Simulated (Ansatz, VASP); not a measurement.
**Na: VASP beside Ansatz**

INCAR

```
SYSTEM = Na
PREC     = Accurate       ! precision mode
ENCUT    = 520            ! plane-wave cutoff, eV
EDIFF    = 1E-8           ! SCF threshold, eV
ISMEAR   = -1             ! smearing method
SIGMA    = 0.03           ! smearing width, eV
LREAL    = .FALSE.        ! projectors in reciprocal space
LASPH    = .TRUE.         ! aspherical terms in the spheres
NELM     = 100            ! most SCF steps
ALGO     = Normal         ! electronic algorithm
ISIF     = 2              ! what is computed and relaxed
LWAVE    = .FALSE.        ! write WAVECAR
LCHARG   = .FALSE.        ! write CHGCAR
GGA      = PS             ! functional
LEFG     = .TRUE.       
NBANDS   = 10             ! bands
```

Contents of KPOINTS:

```
regular mesh
0
G
  11 11 11
  0 0 0
```

POSCAR

```
Na
1.0
   -2.0963250000      2.1175000000      2.1175000000
    2.1175000000     -2.0963250000      2.1175000000
    2.1175000000      2.1175000000     -2.0963250000
Na
1
Direct
    0.0000000000      0.0000000000      0.0000000000
```

Input for Ansatz:

```yaml
crystal:
  lattice:
    - [-2.096325, 2.1175, 2.1175]
    - [2.1175, -2.096325, 2.1175]
    - [2.1175, 2.1175, -2.096325]
  atoms:
    - { symbol: Na, position: [0.0, 0.0, 0.0] }
kpoints:
  mp_grid: { grid: [11, 11, 11] }
scf:
  occupations: { method: fermi_dirac, width: 0.03 }
hamiltonian:
  xc: pbesol
  pseudopotentials: { kind: all_electron, datasets: crystal }
output:
  forces: true
  stress: true
  eigenvalues: true
  efg: { contact_densities: true }
```

Change from the starting cell: equal xy, yz and zx shear strains of +1 %, crystal datasets.

Alike in both runs: task electric field gradients; functional PBEsol; k mesh 11 × 11 × 11; occupations fermi-dirac, width 0.03 eV; no spin polarisation.

```csv
,VASP,Ansatz
version,VASP 6.6.1,Ansatz 0.2.0
potentials or method,"VASP PAW PBE potentials, release 64 (Na_pv), cutoff 520 eV","all-electron PAW with datasets made for the crystal, scalar-relativistic"
```

|  | VASP | Ansatz | Ansatz less VASP |
| --- | --- | --- | --- |
| pressure (GPa) | -0.3 | -0.3 | 0.00 |
| traceless stress, the component that is largest in VASP (GPa) | -0.07 | -0.07 | +0.001 |
| size of Vzz on the site where it differs most (V/Å²) | 0.1 | 0.1 | 0.00 |

VASP's potentials were made for PBE, not for PBEsol. Ansatz ran all-electron here, and VASP with PAW potentials.
